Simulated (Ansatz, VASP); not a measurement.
**Au in VASP and in Ansatz**

```
Au
1.0
     0.00000    2.01835    2.01835
     2.01835    0.00000    2.01835
     2.01835    2.01835    0.00000
Au
1
Direct
  0.00000 0.00000 0.00000
```

Alike in both runs: functional LDA; k mesh 17 × 17 × 17; occupations fermi-dirac, width 0.05 eV; non-collinear spin, spin-orbit coupling.

Ansatz relaxed the structure, and its values are those at the end. VASP's run is a single point on that final structure, the one shown.

|  | VASP | Ansatz |
| --- | --- | --- |
| version | VASP 6.6.1 | Ansatz 0.2.0 |
| potentials or method | VASP PAW LDA potentials, release 64 (Au) | PAW with Ansatz's default frozen-core files, fully relativistic files with spin-orbit coupling |
| plane-wave cutoff (eV) | 520 | 420 |
| valence electrons in the cell | 11 | 19 |

|  | VASP | Ansatz | Ansatz less VASP |
| --- | --- | --- | --- |
| pressure (GPa) | 0.8 | 0.0 | -0.81 |
| net moment per atom (μB) | 0.00 | 0.00 | 0.000 |

LDA's correlation is that of Perdew and Zunger in VASP and of Perdew and Wang (1992) in Ansatz. VASP's potentials hold 11 valence electrons a cell and Ansatz's 19, so a difference there can come from the potentials and not from the codes.
